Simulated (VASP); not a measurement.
# Cu (Fm-3m) in VASP: a series of runs

The runs below take Cu through single point, with PBE.

All numbers are computed with VASP 6.6.1; they aren't measurements. Logs are shortened: lines on timing, memory, paths and dates and some standing lists are left out, and cuts for length are marked.

### Step 1. The cell of the first run

Symmetry: Fm-3m, No. 225, cubic system. Conventional cell: a = 3.478 Å, b = 3.478 Å, c = 3.478 Å, α = 90.00°, β = 90.00°, γ = 90.00°. Cu (site symmetry m-3m) has 12 Cu at 2.46 Å within 3.2 Å.

### Step 2. Single point, PBE (10.52 Å³/atom)

INCAR reads:

```
SYSTEM = Cu
PREC     = Accurate       ! precision mode
ENCUT    = 520            ! plane-wave cutoff, eV
EDIFF    = 1E-6           ! SCF threshold, eV
ISMEAR   = 0              ! smearing method
SIGMA    = 0.1            ! smearing width, eV
LREAL    = .FALSE.        ! projectors in reciprocal space
LASPH    = .TRUE.         ! aspherical terms in the spheres
NELM     = 80             ! most SCF steps
ALGO     = Normal         ! electronic algorithm
ISIF     = 2              ! what is computed and relaxed
LWAVE    = .FALSE.        ! write WAVECAR
LCHARG   = .FALSE.        ! write CHGCAR
GGA      = PE             ! functional
NBANDS   = 12             ! bands
```

KPOINTS reads:

```
Automatic mesh
0
G
  20 20 20
  0 0 0
```

POSCAR reads:

```
Cu
1.0
    0.0000000000      1.7391647868      1.7391647868
    1.7391647868      0.0000000000      1.7391647868
    1.7391647868      1.7391647868      0.0000000000
Cu
1
Direct
    0.0000000000      0.0000000000      0.0000000000
```

Potentials or basis: VASP PAW PBE potentials, release 64 (Cu).

Launch:

```console
$ cat potpaw_PBE.64/Cu/POTCAR > POTCAR
$ mpirun -np 1 vasp_std > vasp.out
```

OUTCAR:

```text
SYSTEM = Cu
   PREC = Accurate
   ENCUT = 520
   EDIFF = 1E-6
   ISMEAR = 0
   LREAL = .FALSE.
   LASPH = .TRUE.
   NELM = 80
   ISIF = 2
   GGA = PE

 ion  position               nearest neighbor table
   1  0.000  0.000  0.000-

  LATTYP: Found a face centered cubic cell.
 ALAT       =     3.4783295736

  Lattice vectors:

 A1 = (   0.0000000000,   1.7391647868,   1.7391647868)
 A2 = (   1.7391647868,   0.0000000000,   1.7391647868)
 A3 = (   1.7391647868,   1.7391647868,   0.0000000000)

Analysis of symmetry for initial positions (statically):
=====================================================================
 Subroutine PRICEL returns:
 Original cell was already a primitive cell.

 Routine SETGRP: Setting up the symmetry group for a
 face centered cubic supercell.

 Subroutine GETGRP returns: Found 48 space group operations
 (whereof 48 operations were pure point group operations)
 out of a pool of 48 trial point group operations.

The static configuration has the point symmetry O_h .

Analysis of symmetry for dynamics (positions and initial velocities):
=====================================================================
 Subroutine PRICEL returns:
 Original cell was already a primitive cell.

 Routine SETGRP: Setting up the symmetry group for a
 face centered cubic supercell.

 Subroutine GETGRP returns: Found 48 space group operations
 (whereof 48 operations were pure point group operations)
 out of a pool of 48 trial point group operations.

The dynamic configuration has the point symmetry O_h .

 Subroutine INISYM returns: Found 48 space group operations
 (whereof 48 operations are pure point group operations),
 and found     1 'primitive' translations

----------------------------------------------------------------------------------------

                                     Primitive cell

  volume of cell :      10.5209

  direct lattice vectors                    reciprocal lattice vectors
     0.000000000  1.739164787  1.739164787    -0.287494321  0.287494321  0.287494321
     1.739164787  0.000000000  1.739164787     0.287494321 -0.287494321  0.287494321
     1.739164787  1.739164787  0.000000000     0.287494321  0.287494321 -0.287494321

  length of vectors
     2.459550429  2.459550429  2.459550429     0.497954771  0.497954771  0.497954771

  position of ions in fractional coordinates (direct lattice)
     0.000000000  0.000000000  0.000000000

  ion indices of the primitive-cell ions
   primitive index   ion index
                 1           1

----------------------------------------------------------------------------------------

 KPOINTS: Automatic mesh

Automatic generation of k-mesh.
 Grid dimensions read from file:
 generate k-points for:   20   20   20

 Generating k-lattice:

  Cartesian coordinates                     Fractional coordinates (reciprocal lattice)
    -0.014374716  0.014374716  0.014374716     0.050000000  0.000000000  0.000000000
     0.014374716 -0.014374716  0.014374716     0.000000000  0.050000000  0.000000000
     0.014374716  0.014374716 -0.014374716     0.000000000  0.000000000  0.050000000

  Length of vectors
     0.024897739  0.024897739  0.024897739

  Shift w.r.t. Gamma in fractional coordinates (k-lattice)
     0.000000000  0.000000000  0.000000000

 Subroutine IBZKPT returns following result:
 ===========================================

 Found    256 irreducible k-points:

 Following reciprocal coordinates:
            Coordinates               Weight
  0.000000  0.000000  0.000000      1.000000
  0.050000  0.000000  0.000000      8.000000
  0.100000  0.000000  0.000000      8.000000
  0.150000  0.000000  0.000000      8.000000
  0.200000  0.000000  0.000000      8.000000
  0.250000  0.000000  0.000000      8.000000
[... 16 lines left out ...]
 -0.400000  0.050000  0.000000     24.000000
 -0.350000  0.050000  0.000000     24.000000
 [... further k-points ...]
   k-points           NKPTS =    256   k-points in BZ     NKDIM =    256   number of bands    NBANDS=     12
   number of dos      NEDOS =    301   number of ions     NIONS =      1
   total plane-waves  NPLWV =   5832
   dimension x,y,z NGX =    18 NGY =   18 NGZ =   18
   dimension x,y,z NGXF=    36 NGYF=   36 NGZF=   36
   ions per type =               1
   NGX,Y,Z   is equivalent  to a cutoff of  12.17, 12.17, 12.17 a.u.
   NGXF,Y,Z  is equivalent  to a cutoff of  24.33, 24.33, 24.33 a.u.
 SYSTEM =  Cu
   PREC   = accura    normal or accurate (medium, high low for compatibility)
   ISTART =      0    job   : 0-new  1-cont  2-samecut
   ICHARG =      2    charge: 1-file 2-atom 10-const
   ISPIN  =      1    spin polarized calculation?
   LNONCOLLINEAR =      F non collinear calculations
   LSORBIT =      F    spin-orbit coupling
   LASPH  =      T    aspherical Exc in radial PAW
   ENCUT  =  520.0 eV  38.22 Ry    6.18 a.u.   4.57  4.57  4.57*2*pi/ulx,y,z
   NELM   =     80;   NELMIN=  2; NELMDL= -5     # of ELM steps
   EDIFF  = 0.1E-05   stopping-criterion for ELM
   LREAL  =      F    real-space projection
   EDIFFG = 0.1E-04   stopping-criterion for IOM
   NSW    =      0    number of steps for IOM
   IBRION =     -1    ionic relax: 0-MD 1-quasi-New 2-CG
   NFREE  =      0    steps in history (QN), initial steepest desc. (CG)
   ISIF   =      2    stress and relaxation
   ISYM   =      2    0-nonsym 1-usesym 2-fastsym
   POTIM  = 0.5000    time-step for ionic-motion
   TEBEG  =    0.0;   TEEND  =   0.0 temperature during run
   PSTRESS=    0.0 pullay stress
   NELECT =      11.0000    total number of electrons
   NUPDOWN=      -1.0000    fix difference up-down
   EMIN   =  10.00;   EMAX   =-10.00  energy-range for DOS
   EFERMI =   0.00;   METHOD = LEGACY
   ISMEAR =     0;   SIGMA  =   0.10  broadening in eV -4-tet -1-fermi 0-gaus
   EFERMI_NEDOS =   21; number of points for ismear=-14 and -15
   IALGO  =     38    algorithm
   IMIX   =      4    mixing-type and parameters
     AMIX     =   0.40;   BMIX     =  1.00
     AMIX_MAG =   1.60;   BMIX_MAG =  1.00
  volume/ion in A,a.u.               =      10.52        71.00
  Fermi-wavevector in a.u.,A,eV,Ry     =   1.661582  3.139934 37.563689  2.760853
  Thomas-Fermi vector in A             =   2.748620
   LORBIT       =      0    0 simple, 1 ext, 2 COOP (PROOUT), +10 PAW based schemes
   GGA     = PE    functional components
   LHFCALC =     F    Hartree Fock is set to
   AEXX    =    0.0000 exact exchange contribution
   IVDW    =     0    specifies the selected vdW correction
   LEPSILON=     F    determine dielectric tensor
   LRPA    =     F    only Hartree local field effects (RPA)
 non-spin polarized calculation
 Gauss-broadening in eV      SIGMA  =   0.10
  energy-cutoff  :      520.00
  volume of cell :       10.52
 maximum number of plane-waves:       296
   NGX =  9   NGY =  9   NGZ =  9

 number of electron      10.9999989 magnetization

 Free energy of the ion-electron system (eV)
  ---------------------------------------------------
  ext. energy  EPLUGINS =         0.00000000
  ---------------------------------------------------
  free energy    TOTEN  =        -3.62588879 eV

  energy without entropy =       -3.62466142  energy(sigma->0) =       -3.62527511

 E-fermi :   9.1045     XC(G=0): -13.4114

 val. band max:        9.0706676095   @ k =  -0.4500   0.1000   0.0000
 cond. band min:       9.1270060383   @ k =   0.5000   0.2500   0.1000
 fundamental gap:      0.0563384288
 Fermi energy:         9.1044519494

 k-point     1 :       0.0000    0.0000    0.0000
  band No.  band energies     occupation
      1      -1.1587      2.00000
      2       5.7028      2.00000
      3       5.7028      2.00000
      4       5.7028      2.00000
      5       6.6867      2.00000
      6       6.6867      2.00000
      7      32.6199      0.00000
      8      36.1864      0.00000
      9      36.1864      0.00000
     10      36.1864      0.00000
     11      38.8372      0.00000
     12      38.8372      0.00000

 k-point     2 :       0.0500    0.0000    0.0000
  band No.  band energies     occupation
      1      -1.0595      2.00000
      2       5.6790      2.00000
      3       5.7235      2.00000
      4       5.7235      2.00000
      5       6.6781      2.00000
      6       6.6781      2.00000
      7      32.2343      0.00000
      8      34.7833      0.00000
      9      35.8828      0.00000
     10      35.8828      0.00000
     11      39.2669      0.00000
     12      39.2669      0.00000

 k-point     3 :       0.1000    0.0000    0.0000
  band No.  band energies     occupation
      1      -0.7650      2.00000
      2       5.6127      2.00000
      3       5.7789      2.00000
      4       5.7789      2.00000
      5       6.6585      2.00000
      6       6.6585      2.00000
      7      30.4700      0.00000
      8      33.7405      0.00000
      9      35.2876      0.00000
     10      35.2876      0.00000
     11      40.1910      0.00000
     12      40.1910      0.00000

 k-point     4 :       0.1500    0.0000    0.0000
  band No.  band energies     occupation
      1      -0.2850      2.00000
      2       5.5205      2.00000
      3       5.8472      2.00000
      4       5.8472      2.00000
      5       6.6488      2.00000
      6       6.6488      2.00000
      7      27.8742      0.00000
      8      33.3843      0.00000
      9      34.6900      0.00000
     10      34.6901      0.00000
     11      40.5251      0.00000
     12      41.0085      0.00000

 k-point     5 :       0.2000    0.0000    0.0000
  band No.  band energies     occupation
      1       0.3598      2.00000
      2       5.4306      2.00000
      3       5.8923      2.00000
      4       5.8923      2.00000
      5       6.6823      2.00000
      6       6.6823      2.00000
      7      25.1850      0.00000
      8      33.0531      0.00000
      9      34.1741      0.00000
     10      34.1741      0.00000
     11      40.5932      0.00000
     12      40.7062      0.00000
[... 228 lines left out ...]
      1       3.3888      2.00000
      2       5.6197      2.00000
      3       5.6953      2.00000
      4       6.8777      2.00000
      5       7.3667      2.00000
      6       8.2676      2.00000
      7      13.5908      0.00000
      8      30.4571      0.00000
      9      32.1749      0.00000
     10      32.3209      0.00000
     11      36.8720      0.00000
     12      37.0134      0.00000

 k-point    22 :      -0.4500    0.0500    0.0000
  band No.  band energies     occupation
      1       3.3724      2.00000
      2       5.6294      2.00000
      3       5.6959      2.00000
      4       6.8481      2.00000
      5       7.3223      2.00000
      6       8.1633      2.00000
      7      13.8241      0.00000
      8      30.2911      0.00000
      9      32.1714      0.00000
     10      32.7255      0.00000
     11      36.4572      0.00000
     12      37.3050      0.00000

 k-point    23 :      -0.4000    0.0500    0.0000
  band No.  band energies     occupation
      1       3.2347      2.00000
      2       5.6681      2.00000
      3       5.7247      2.00000
      4       6.4721      2.00000
      5       7.2152      2.00000
      6       7.6979      2.00000
      7      15.1859      0.00000
      8      30.2002      0.00000
      9      32.2921      0.00000
     10      33.4480      0.00000
     11      36.2424      0.00000
     12      37.7251      0.00000

 k-point    24 :      -0.3500    0.0500    0.0000
  band No.  band energies     occupation
      1       2.8872      2.00000
      2       5.7291      2.00000
      3       5.7776      2.00000
      4       5.8869      2.00000
      5       7.0602      2.00000
      6       7.3850      2.00000
      7      17.1182      0.00000
      8      30.2107      0.00000
      9      32.6375      0.00000
     10      34.2630      0.00000
     11      36.2924      0.00000
     12      38.2209      0.00000

 [... further k-points ...]
[... 5 lines left out ...]
  --------------------------------------------------------------------------------------
  -------------------------------------------------------------------------------------
  Total        1.6653242      1.6653242      1.6653242      0.0000000      0.0000000      0.0000000
  in kB      253.6046303    253.6046303    253.6046303      0.0000000      0.0000000      0.0000000
  external PRESSURE =     253.6046303 kB  Pullay stress =       0.0000000 kB

 VOLUME and BASIS-vectors are now :
 -----------------------------------------------------------------------------
  energy-cutoff  :      520.00
  volume of cell :       10.52
      direct lattice vectors                 reciprocal lattice vectors
     0.000000000  1.739164787  1.739164787    -0.287494321  0.287494321  0.287494321
     1.739164787  0.000000000  1.739164787     0.287494321 -0.287494321  0.287494321
     1.739164787  1.739164787  0.000000000     0.287494321  0.287494321 -0.287494321

 POSITION                                       TOTAL-FORCE (eV/Angst)
 -----------------------------------------------------------------------------------
      0.00000      0.00000      0.00000        -0.000000      0.000000      0.000000
 -----------------------------------------------------------------------------------
    total drift:                                0.000000      0.000000      0.000000

  FREE ENERGIE OF THE ION-ELECTRON SYSTEM (eV)
  ---------------------------------------------------
  free  energy   TOTEN  =        -3.6258887936 eV

  energy  without entropy=       -3.6246614204  energy(sigma->0) =       -3.62527511
```

Wall time 27 s (1 thread of Intel Xeon 8259CL, shared host); peak memory 0.14 GiB.

What came out:

* Free energy: -3.6259 eV
* Pressure: 25.4 GPa
* Band gap on the k mesh: zero (an odd number of electrons rules out a gap without spin polarisation)

Levels at points of the mesh, in eV from the Fermi level:
```
           k point  band 3  band 4  band 5  band 6  band 7  band 8  band 9  band 10
(0.00, 0.00, 0.00)   -3.40   -3.40   -2.42   -2.42   23.52   27.08   27.08    27.08
(0.50, 0.00, 0.00)   -3.45   -1.74   -1.74   -1.35    4.39   21.95   23.94    23.94
(0.50, 0.50, 0.00)   -1.76   -1.57   -1.57    1.42    7.97   14.02   14.02    18.82
```

Caveat: the cell stands under pressure.

### Step 3. Single point, PBE (10.88 Å³/atom)

This run uses another cell than the first one, of 10.88 Å³/atom.

INCAR reads:

```
SYSTEM = Cu
ALGO     = Fast           ! electronic algorithm
EDIFF    = 1E-6           ! SCF threshold, eV
ENCUT    = 520            ! plane-wave cutoff, eV
GGA      = PE             ! functional
ISIF     = 2              ! what is computed and relaxed
ISMEAR   = 0              ! smearing method
LASPH    = .TRUE.         ! aspherical terms in the spheres
LCHARG   = .TRUE.         ! write CHGCAR
LELF     = .TRUE.         ! ELF
LREAL    = .FALSE.        ! projectors in reciprocal space
LVHAR    = .TRUE.       
LWAVE    = .FALSE.        ! write WAVECAR
NBANDS   = 12             ! bands
NELM     = 60             ! most SCF steps
PREC     = Accurate       ! precision mode
SIGMA    = 0.1            ! smearing width, eV
```

KPOINTS reads:

```
k-points
0
G
  20 20 20
  0 0 0
```

POSCAR reads:

```
Cu
1.0
    0.0000000000      1.7587075999      1.7587075999
    1.7587075999      0.0000000000      1.7587075999
    1.7587075999      1.7587075999      0.0000000000
Cu
1
Direct
    0.0000000000      0.0000000000      0.0000000000
```

Potentials or basis: VASP PAW PBE potentials, release 64 (Cu).

Launch:

```console
$ cat potpaw_PBE.64/Cu/POTCAR > POTCAR
$ mpirun -np 1 vasp_std > vasp.out
```

It took 38 s on 1 thread of Intel Xeon 8259CL, shared host; peak memory 0.14 GiB.

Results (log left out):

* Free energy: -3.6737 eV
* Pressure: 17.7 GPa
* Band gap on the k mesh: zero (an odd number of electrons rules out a gap without spin polarisation)

Levels at points of the mesh, in eV from the Fermi level:
| k point | band 2 | band 3 | band 4 | band 5 | band 6 | band 7 | band 8 | band 9 | band 10 | band 11 |
| --- | --- | --- | --- | --- | --- | --- | --- | --- | --- | --- |
| (0.00, 0.00, 0.00) | -3.28 | -3.28 | -3.28 | -2.34 | -2.34 | 23.26 | 26.56 | 26.56 | 26.56 | 29.15 |
| (0.50, 0.00, 0.00) | -3.32 | -3.32 | -1.70 | -1.70 | -1.23 | 4.21 | 21.72 | 23.40 | 23.40 | 26.30 |
| (0.50, 0.50, 0.00) | -4.86 | -1.72 | -1.54 | -1.54 | 1.45 | 7.72 | 13.75 | 13.75 | 18.46 | 21.68 |

Caveat: the cell stands under pressure.

### Step 4. Single point, PBE (11.24 Å³/atom)

This run uses another cell than the first one, of 11.24 Å³/atom.

INCAR reads:

```
  ALGO = Normal
  EDIFF = 1E-7
  ENCUT = 520
  GGA = PE
  ISIF = 2
  ISMEAR = 0
  LASPH = T
  LCHARG = F
  LREAL = F
  LWAVE = F
  NBANDS = 12
  NELM = 80
  PREC = Accurate
  SIGMA = 0.1
```

KPOINTS reads:

```
k-points
0
Gamma
  20 20 20
```

POSCAR reads:

```
Cu
1.0
    0.0000000000      1.7778254846      1.7778254846
    1.7778254846      0.0000000000      1.7778254846
    1.7778254846      1.7778254846      0.0000000000
Cu
1
Direct
    0.0000000000      0.0000000000      0.0000000000
```

Launch:

```console
$ cat potpaw_PBE.64/Cu/POTCAR > POTCAR
$ mpirun -np 1 vasp_std > vasp.out
```

Run time: 36 s. Hardware: 1 thread of Intel Xeon 8259CL, shared host; peak memory 0.15 GiB.

Results (log left out):

| Item | Value |
| --- | --- |
| Free energy | -3.7052 eV |
| Pressure | 10.7 GPa |
| Band gap on the k mesh | zero (an odd number of electrons rules out a gap without spin polarisation) |

Levels at points of the mesh, in eV from the Fermi level:
```csv
k point,band 4,band 5,band 6,band 7,band 8,band 9
"(0.00, 0.00, 0.00)",-3.16,-2.27,-2.27,23.01,26.05,26.05
"(0.50, 0.00, 0.00)",-1.66,-1.66,-1.13,4.04,21.48,22.88
"(0.50, 0.50, 0.00)",-1.51,-1.51,1.48,7.49,13.49,13.49
```

Caveat: the cell stands under pressure.

### Step 5. The runs side by side

```tsv
cell	gap on the mesh (eV)	pressure (GPa)
a = 2.460 Å, angles 60.0°, 1 atom	none	25.4
a = 2.487 Å, angles 60.0°, 1 atom	none	17.7
a = 2.514 Å, angles 60.0°, 1 atom	none	10.7
```

Alike in all rows: task single point; level PBE; potentials or basis VASP PAW PBE potentials, release 64 (Cu); no spin polarisation; k mesh 20 × 20 × 20; cutoff (eV) 520; smearing gaussian 0.1 eV.

Caveats: the cell stands under pressure.

Total energies depend on the potentials used, so only differences within one code and one set of settings carry meaning.
